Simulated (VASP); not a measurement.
# Li4Si2C3 (F222) in VASP: a series of runs

Runs on Li4Si2C3. Level: PBE. Tasks: single point.

All numbers are computed with VASP 6.6.1; they aren't measurements. Logs are shortened: lines on timing, memory, paths and dates and some standing lists are left out, and cuts for length are marked.

### 1 The cell of the first run

It takes space group F222 (No. 22, orthorhombic). The conventional cell has a = 6.765 Å, b = 8.520 Å, c = 8.622 Å, α = 90.00°, β = 90.00°, γ = 90.00°. Within 1.9 Å of Li (site symmetry 1) lie 1 C at 1.42 Å. Within 1.8 Å of Si (site symmetry 2) lie 1 Si at 1.37 Å. Within 3.0 Å of C (site symmetry 222) lie 4 Li at 2.24 Å and 4 C at 2.96 Å. Within 2.0 Å of C (site symmetry 2) lie 2 Li at 1.42 Å and 1 C at 1.96 Å.

The cell was built from a structure type or drawn by symmetry, and may not be a known phase.

### 2 Single point, PBE, collinear spin

Contents of INCAR:

```
PREC = Accurate
ENCUT = 520
EDIFF = 1E-7
ISMEAR = 0
SIGMA = 0.1
LREAL = False
LASPH = True
NELM = 150
ALGO = Normal
ISIF = 2
LWAVE = False
LCHARG = False
ISPIN = 2
MAGMOM = 0 0 0 0 0 0 1 1 1
LORBIT = 11
GGA = PE
NBANDS = 30
```

Contents of KPOINTS:

```
Automatic mesh
0
Gamma
  4 4 4
```

Contents of POSCAR:

```
Li4Si2C3
1.0
    0.0000000000      4.2602205900      4.3112081000
    3.3824225900      0.0000000000      4.3112081000
    3.3824225900      4.2602205900      0.0000000000
Li Si C
4 2 3
Direct
    0.1288295200      0.5119822500      0.5726760500
    0.7865121900      0.5726760500      0.5119822500
    0.5119822500      0.1288295200      0.7865121900
    0.5726760500      0.7865121900      0.1288295200
    0.8984907700      0.1015092300      0.1015092300
    0.1015092300      0.8984907700      0.8984907700
    0.2500000000      0.2500000000      0.2500000000
    0.3863208900      0.3863208900      0.6136791100
    0.6136791100      0.6136791100      0.3863208900
```

Potentials or basis: VASP PAW PBE potentials, release 64 (Li_sv, Si, C).

Run with:

```
$ cat potpaw_PBE.64/Li_sv/POTCAR potpaw_PBE.64/Si/POTCAR potpaw_PBE.64/C/POTCAR > POTCAR
$ mpirun -np 1 vasp_std > vasp.out
```

OUTCAR:

```text
PREC = Accurate
   ENCUT = 520
   EDIFF = 1E-7
   ISMEAR = 0
   LREAL = False
   LASPH = True
   NELM = 150
   ISIF = 2
   ISPIN = 2
   LORBIT = 11
   GGA = PE

 ion  position               nearest neighbor table
   1  0.129  0.512  0.573-   8 1.42   2 2.10   7 2.24
   2  0.787  0.573  0.512-   9 1.42   1 2.10   7 2.24
   3  0.512  0.129  0.787-   8 1.42   4 2.10   7 2.24
   4  0.573  0.787  0.129-   9 1.42   3 2.10   7 2.24
   5  0.898  0.102  0.102-   6 1.37
   6  0.102  0.898  0.898-   5 1.37
   7  0.250  0.250  0.250-   3 2.24   4 2.24   2 2.24   1 2.24
   8  0.386  0.386  0.614-   1 1.42   3 1.42   9 1.96
   9  0.614  0.614  0.386-   4 1.42   2 1.42   8 1.96

 -----------------------------------------------------------------------------
|                                                                             |
|           W    W    AA    RRRRR   N    N  II  N    N   GGGG   !!!           |
|           W    W   A  A   R    R  NN   N  II  NN   N  G    G  !!!           |
|           W    W  A    A  R    R  N N  N  II  N N  N  G       !!!           |
|           W WW W  AAAAAA  RRRRR   N  N N  II  N  N N  G  GGG   !            |
|           WW  WW  A    A  R   R   N   NN  II  N   NN  G    G                |
|           W    W  A    A  R    R  N    N  II  N    N   GGGG   !!!           |
|                                                                             |
|     The distance between some ions is very small. Please check the          |
|     nearest-neighbor list in the OUTCAR file.                               |
|     I HOPE YOU KNOW WHAT YOU ARE DOING!                                     |
|                                                                             |
 -----------------------------------------------------------------------------

  LATTYP: Found a face centered orthorhombic cell.
 ALAT       =     6.7648451800
 B/A-ratio  =     1.2595175430
 C/A-ratio  =     1.2745918008

  Lattice vectors:

 A1 = (   0.0000000000,   4.2602205900,   4.3112081000)
 A2 = (   3.3824225900,   0.0000000000,   4.3112081000)
 A3 = (   3.3824225900,   4.2602205900,   0.0000000000)

Analysis of symmetry for initial positions (statically):
=====================================================================
 Subroutine PRICEL returns:
 Original cell was already a primitive cell.

 Routine SETGRP: Setting up the symmetry group for a
 face centered orthorhombic supercell.

 Subroutine GETGRP returns: Found  4 space group operations
 (whereof  4 operations were pure point group operations)
 out of a pool of  8 trial point group operations.

The static configuration has the point symmetry D_2 .

Analysis of symmetry for dynamics (positions and initial velocities):
=====================================================================
 Subroutine PRICEL returns:
 Original cell was already a primitive cell.

 Routine SETGRP: Setting up the symmetry group for a
 face centered orthorhombic supercell.

 Subroutine GETGRP returns: Found  4 space group operations
 (whereof  4 operations were pure point group operations)
 out of a pool of  8 trial point group operations.

The dynamic configuration has the point symmetry D_2 .

Analysis of structural, dynamic, and magnetic symmetry:
=====================================================================
 Subroutine PRICEL returns:
 Original cell was already a primitive cell.

 Routine SETGRP: Setting up the symmetry group for a
 face centered orthorhombic supercell.

 Subroutine GETGRP returns: Found  4 space group operations
 (whereof  4 operations were pure point group operations)
 out of a pool of  8 trial point group operations.

The overall configuration has the point symmetry D_2 .

 Subroutine INISYM returns: Found  4 space group operations
 (whereof  4 operations are pure point group operations),
 and found     1 'primitive' translations

----------------------------------------------------------------------------------------

                                     Primitive cell

  volume of cell :     124.2479

  direct lattice vectors                    reciprocal lattice vectors
     0.000000000  4.260220590  4.311208100    -0.147823043  0.117364815  0.115976772
     3.382422590  0.000000000  4.311208100     0.147823043 -0.117364815  0.115976772
     3.382422590  4.260220590  0.000000000     0.147823043  0.117364815 -0.115976772

  length of vectors
     6.061022583  5.479716951  5.439693195     0.221532759  0.221532759  0.221532759

  position of ions in fractional coordinates (direct lattice)
     0.128829520  0.511982250  0.572676050
     0.786512190  0.572676050  0.511982250
     0.511982250  0.128829520  0.786512190
     0.572676050  0.786512190  0.128829520
     0.898490770  0.101509230  0.101509230
     0.101509230  0.898490770  0.898490770
     0.250000000  0.250000000  0.250000000
     0.386320890  0.386320890  0.613679110
     0.613679110  0.613679110  0.386320890

  ion indices of the primitive-cell ions
   primitive index   ion index
                 1           1
                 2           2
[... 26 lines left out ...]
  Shift w.r.t. Gamma in fractional coordinates (k-lattice)
     0.000000000  0.000000000  0.000000000

 Subroutine IBZKPT returns following result:
 ===========================================

 Found     18 irreducible k-points:

 Following reciprocal coordinates:
            Coordinates               Weight
  0.000000  0.000000  0.000000      1.000000
  0.250000 -0.000000 -0.000000      8.000000
  0.500000 -0.000000 -0.000000      4.000000
  0.250000  0.250000  0.000000      2.000000
  0.500000  0.250000 -0.000000      8.000000
 -0.250000  0.250000  0.000000      4.000000
[... 10 lines left out ...]
 -0.250000  0.250000  0.500000      2.000000
  0.000000  0.500000  0.500000      1.000000
   k-points           NKPTS =     18   k-points in BZ     NKDIM =     18   number of bands    NBANDS=     30
   number of dos      NEDOS =    301   number of ions     NIONS =      9
   total plane-waves  NPLWV =  80640
   dimension x,y,z NGX =    48 NGY =   42 NGZ =   40
   dimension x,y,z NGXF=    96 NGYF=   84 NGZF=   80
   ions per type =               4   2   3
   NGX,Y,Z   is equivalent  to a cutoff of  13.17, 12.74, 12.22 a.u.
   NGXF,Y,Z  is equivalent  to a cutoff of  26.33, 25.48, 24.45 a.u.
 SYSTEM =  unknown system
   PREC   = accura    normal or accurate (medium, high low for compatibility)
   ISTART =      0    job   : 0-new  1-cont  2-samecut
   ICHARG =      2    charge: 1-file 2-atom 10-const
   ISPIN  =      2    spin polarized calculation?
   LNONCOLLINEAR =      F non collinear calculations
   LSORBIT =      F    spin-orbit coupling
   LASPH  =      T    aspherical Exc in radial PAW
   ENCUT  =  520.0 eV  38.22 Ry    6.18 a.u.  11.27 10.19 10.11*2*pi/ulx,y,z
   NELM   =    150;   NELMIN=  2; NELMDL= -5     # of ELM steps
   EDIFF  = 0.1E-06   stopping-criterion for ELM
   LREAL  =      F    real-space projection
   EDIFFG = 0.1E-05   stopping-criterion for IOM
   NSW    =      0    number of steps for IOM
   IBRION =     -1    ionic relax: 0-MD 1-quasi-New 2-CG
   NFREE  =      0    steps in history (QN), initial steepest desc. (CG)
   ISIF   =      2    stress and relaxation
   ISYM   =      2    0-nonsym 1-usesym 2-fastsym
   POTIM  = 0.5000    time-step for ionic-motion
   TEBEG  =    0.0;   TEEND  =   0.0 temperature during run
   PSTRESS=    0.0 pullay stress
   NELECT =      32.0000    total number of electrons
   NUPDOWN=      -1.0000    fix difference up-down
   EMIN   =  10.00;   EMAX   =-10.00  energy-range for DOS
   EFERMI =   0.00;   METHOD = LEGACY
   ISMEAR =     0;   SIGMA  =   0.10  broadening in eV -4-tet -1-fermi 0-gaus
   EFERMI_NEDOS =   21; number of points for ismear=-14 and -15
   IALGO  =     38    algorithm
   IMIX   =      4    mixing-type and parameters
     AMIX     =   0.40;   BMIX     =  1.00
     AMIX_MAG =   1.60;   BMIX_MAG =  1.00
  volume/ion in A,a.u.               =      13.81        93.16
  Fermi-wavevector in a.u.,A,eV,Ry     =   1.041586  1.968312 14.760983  1.084902
  Thomas-Fermi vector in A             =   2.176213
   LORBIT       =     11    0 simple, 1 ext, 2 COOP (PROOUT), +10 PAW based schemes
   GGA     = PE    functional components
   LHFCALC =     F    Hartree Fock is set to
   AEXX    =    0.0000 exact exchange contribution
   IVDW    =     0    specifies the selected vdW correction
   LEPSILON=     F    determine dielectric tensor
   LRPA    =     F    only Hartree local field effects (RPA)
 spin polarized calculation
 Gauss-broadening in eV      SIGMA  =   0.10
  energy-cutoff  :      520.00
  volume of cell :      124.25
 maximum number of plane-waves:      3363
 NGX is ok and might be reduce to    48
   NGX = 23   NGY = 21   NGZ = 21

 number of electron      32.0000002 magnetization       1.4611511

 Free energy of the ion-electron system (eV)
  ---------------------------------------------------
  ext. energy  EPLUGINS =         0.00000000
  ---------------------------------------------------
  free energy    TOTEN  =        -7.91709930 eV

  energy without entropy =       -7.90208434  energy(sigma->0) =       -7.90959182

 E-fermi :   2.9074     XC(G=0):  -8.8655

 val. band max:        2.8673617127   @ k =   0.5000  -0.2500   0.2500
 cond. band min:       2.9112501505   @ k =  -0.2500   0.2500   0.2500
 fundamental gap:      0.0438884378
 Fermi energy:         2.9074480366

 spin component 1

 k-point     1 :       0.0000    0.0000    0.0000
  band No.  band energies     occupation
      1     -42.9455      1.00000
      2     -42.9141      1.00000
      3     -42.8280      1.00000
      4     -42.8090      1.00000
      5      -8.4888      1.00000
      6      -6.7584      1.00000
[... 547 lines left out ...]
     27       9.4387      0.00000
     28      10.0015      0.00000
 Fermi energy:         2.9074480366

 spin component 2

 k-point     1 :       0.0000    0.0000    0.0000
  band No.  band energies     occupation
      1     -42.9226      1.00000
      2     -42.8911      1.00000
      3     -42.8047      1.00000
      4     -42.7856      1.00000
      5      -8.3596      1.00000
      6      -6.6368      1.00000
[... 547 lines left out ...]
     27       9.6437      0.00000
     28      10.1277      0.00000
 [bands above 28 left out]

------------------------ aborting loop because EDIFF is reached ----------------------------------------

  FORCE on cell =-STRESS in cart. coord.  units (eV):
  Direction    XX          YY          ZZ          XY          YZ          ZX
  --------------------------------------------------------------------------------------
  -------------------------------------------------------------------------------------
  Total       79.8466606     44.1217537     -2.0174037      0.0000000      0.0000000      0.0000000
  in kB     1029.6234010    568.9504074    -26.0144386      0.0000000      0.0000000      0.0000000
  external PRESSURE =     524.1864566 kB  Pullay stress =       0.0000000 kB

 VOLUME and BASIS-vectors are now :
 -----------------------------------------------------------------------------
  energy-cutoff  :      520.00
  volume of cell :      124.25
      direct lattice vectors                 reciprocal lattice vectors
     0.000000000  4.260220590  4.311208100    -0.147823043  0.117364815  0.115976772
     3.382422590  0.000000000  4.311208100     0.147823043 -0.117364815  0.115976772
     3.382422590  4.260220590  0.000000000     0.147823043  0.117364815 -0.115976772

 POSITION                                       TOTAL-FORCE (eV/Angst)
 -----------------------------------------------------------------------------------
      3.66877      2.98857      2.76267         1.391801     -8.005592     -3.578050
      3.66877      5.53187      5.85974         1.391801      8.005592      3.578050
      3.09607      5.53187      2.76267        -1.391801      8.005592     -3.578050
      3.09607      2.98857      5.85974        -1.391801     -8.005592      3.578050
      0.68669      4.26022      4.31121        63.155625      0.000000     -0.000000
      6.07815      4.26022      4.31121       -63.155625      0.000000     -0.000000
      1.69121      2.13011      2.15560         0.000000     -0.000000     -0.000000
      3.38242      4.26022      3.33102         0.000000     -0.000000     14.233516
      3.38242      4.26022      5.29140         0.000000     -0.000000    -14.233516
 -----------------------------------------------------------------------------------
    total drift:                               -0.000036     -0.000052     -0.000050

  FREE ENERGIE OF THE ION-ELECTRON SYSTEM (eV)
  ---------------------------------------------------
  free  energy   TOTEN  =        -7.9170993037 eV

  energy  without entropy=       -7.9020843442  energy(sigma->0) =       -7.90959182

 total charge

# of ion       s       p       d       tot
------------------------------------------
    1        2.079   0.249   0.000   2.328
    2        2.079   0.249   0.000   2.328
    3        2.079   0.249   0.000   2.328
    4        2.079   0.249   0.000   2.328
    5        1.014   1.182   0.000   2.196
    6        1.014   1.182   0.000   2.196
    7        0.972   1.122   0.000   2.093
    8        1.046   1.282   0.000   2.329
    9        1.046   1.282   0.000   2.329
--------------------------------------------------
tot         13.408   7.046   0.000  20.454

 magnetization (x)

# of ion       s       p       d       tot
------------------------------------------
    1        0.005   0.014   0.000   0.019
    2        0.005   0.014   0.000   0.019
    3        0.005   0.014   0.000   0.019
    4        0.005   0.014   0.000   0.019
    5        0.003   0.026   0.000   0.029
    6        0.003   0.026   0.000   0.029
    7        0.027   0.565   0.000   0.592
    8        0.005   0.019   0.000   0.024
    9        0.005   0.019   0.000   0.024
--------------------------------------------------
tot          0.063   0.711   0.000   0.774
```

It took 91 s on 1 thread of Intel Xeon 6975P-C (Granite Rapids), shared host; peak memory 0.37 GiB.

Results:

* Free energy: -7.9171 eV
* Largest force: 63.156 eV/Å
* Net moment: 1.46 μB per cell
* Site moments: Li +0.02; Si +0.03; C +0.59, +0.02 (each value once) μB
* Valence electrons inside the program's atomic spheres: Li 2.33; Si 2.20; C 2.09, 2.33 (each value once)

Forces in eV/Å, atoms in the order of the input:
```
Li    1.392  -8.006  -3.578
Li    1.392   8.006   3.578
Li   -1.392   8.006  -3.578
Li   -1.392  -8.006   3.578
Si   63.156   0.000   0.000
Si  -63.156   0.000   0.000
C     0.000   0.000   0.000
C     0.000   0.000  14.234
C     0.000   0.000 -14.234
```

Caveat: the cutoff is under 1.25 times the usual one of these potentials, so pressure, stress and relaxed cells hold a basis-set (Pulay) error; atoms lie so close that the PAW spheres overlap strongly, which falsifies energies and pressures; forces of over 1 eV/Å act on the atoms, so gaps and moduli don't describe the material at rest.

### 3 Single point, PBE

This run uses another cell than the first one, of 15.40 Å³/atom.

Contents of INCAR:

```
SYSTEM = Li4Si2C3
PREC     = Accurate       ! precision mode
ENCUT    = 520            ! plane-wave cutoff, eV
EDIFF    = 1E-6           ! SCF threshold, eV
ISMEAR   = 0              ! smearing method
SIGMA    = 0.1            ! smearing width, eV
LREAL    = .False.        ! projectors in reciprocal space
LASPH    = .True.         ! aspherical terms in the spheres
NELM     = 80             ! most SCF steps
ALGO     = Normal         ! electronic algorithm
ISIF     = 2              ! what is computed and relaxed
LWAVE    = .False.        ! write WAVECAR
LCHARG   = .False.        ! write CHGCAR
GGA      = PE             ! functional
NBANDS   = 26             ! bands
```

Contents of KPOINTS:

```
regular mesh
0
Gamma
  8 8 8
  0 0 0
```

Contents of POSCAR:

```
Li4Si2C3
1.0
    0.0000000000      3.7851330914      5.0392993523
    3.6337667593      0.0000000000      5.0392993523
    3.6337667593      3.7851330914      0.0000000000
Li Si C
4 2 3
Direct
    0.9806023161      0.2833945510      0.0924075614
    0.0924075614      0.6435955715      0.9806023161
    0.6435955715      0.0924075614      0.2833945510
    0.2833945510      0.9806023161      0.6435955715
    0.7301333795      0.2698666205      0.7301333795
    0.2698666205      0.7301333795      0.2698666205
    0.2500000000      0.2500000000      0.2500000000
    0.5964721778      0.4035278222      0.4035278222
    0.4035278222      0.5964721778      0.5964721778
```

Potentials or basis: VASP PAW PBE potentials, release 64 (Li_sv, Si, C).

Run with:

```
$ cat potpaw_PBE.64/Li_sv/POTCAR potpaw_PBE.64/Si/POTCAR potpaw_PBE.64/C/POTCAR > POTCAR
$ mpirun -np 1 vasp_std > vasp.out
```

Run time: 2.9 min. Hardware: 1 thread of Intel Xeon 6975P-C (Granite Rapids), shared host; peak memory 0.47 GiB.

The run converged. Its results:

```yaml
Free_energy: -38.9568 eV
Largest_force: 0.075 eV/Å
Band_gap_on_the_k_mesh: zero (bands 16 and 17 overlap by 0.30 eV)
```

Forces in eV/Å, atoms in the order of the input:
```
Li  -0.007 -0.009 -0.005
Li   0.007 -0.009  0.005
Li  -0.007  0.009  0.005
Li   0.007  0.009 -0.005
Si   0.000 -0.002  0.000
Si   0.000  0.002  0.000
C    0.000  0.000  0.000
C   -0.075  0.000  0.000
C    0.075  0.000  0.000
```

Levels at points of the mesh, in eV from the Fermi level:
```
           k point  band 14  band 15  band 16  band 17  band 18  band 19
(0.00, 0.00, 0.00)    -1.50    -0.76    -0.53     0.96     1.43     1.45
(0.50, 0.00, 0.00)    -1.53    -0.77    -0.26     0.32     0.85     1.74
(0.50, 0.50, 0.00)    -0.54    -0.46     0.21     0.21     0.49     1.47
(0.50, 0.00, 0.50)    -1.95    -0.95    -0.95     0.23     0.48     2.33
(0.00, 0.50, 0.50)    -0.91    -0.79    -0.43     0.03     0.67     1.22
```

Caveat: the cutoff is under 1.25 times the usual one of these potentials, so pressure, stress and relaxed cells hold a basis-set (Pulay) error.

(Continued in part 2 of 2.)
